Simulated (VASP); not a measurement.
Set up this calculation in VASP 6.6.1, as the native input.

| Item | Value |
| --- | --- |
| Task | single point |
| Functional | PBE |
| Potentials or basis | VASP PAW PBE potentials, release 64 (Sc_sv, Re) |
| Cutoff | 520 eV |
| k mesh | 12 × 12 × 16 |
| Occupations | gaussian, width 0.1 eV |
| Spin | no spin polarisation |
| Dipole correction | no |
| Further INCAR settings | ALGO = Fast; EDIFF = 1e-06; NBANDS = 22 |

The structure of Sc2Re lies in POSCAR:

```
Sc2Re
1.0
    4.7557477530      0.0000000000      0.0000000000
   -2.3778738765      4.1185983681      0.0000000000
    0.0000000000      0.0000000000      2.8059619458
Sc Re
2 1
Direct
    0.3333333333      0.6666666667      0.5000000000
    0.6666666667      0.3333333333      0.5000000000
    0.0000000000      0.0000000000      0.0000000000
```

One way to write it, as run:

INCAR

```
PREC = Accurate ; ENCUT = 520
EDIFF = 1E-6 ; ISMEAR = 0
SIGMA = 0.1 ; LREAL = F
LASPH = T ; NELM = 100
ALGO = Fast ; ISIF = 2
LWAVE = F ; LCHARG = F
GGA = PE ; NBANDS = 22
```

KPOINTS

```
Automatic mesh
0
Gamma
  12 12 16
```

Potentials or basis: VASP PAW PBE potentials, release 64 (Sc_sv, Re).

Launch:

```bash
$ cat potpaw_PBE.64/Sc_sv/POTCAR potpaw_PBE.64/Re/POTCAR > POTCAR
$ mpirun -np 1 vasp_std > vasp.out
```

It gave:

- Pressure: -0.1 GPa
- Band gap on the k mesh: zero (an odd number of electrons rules out a gap without spin polarisation)

Caveat: spin-orbit coupling is left out, which moves the levels of the heavy elements.

It took 2.9 min on 1 thread of AMD EPYC 9R45 96-Core Processor (Zen 5), on a shared host, peak memory 0.3 GiB.
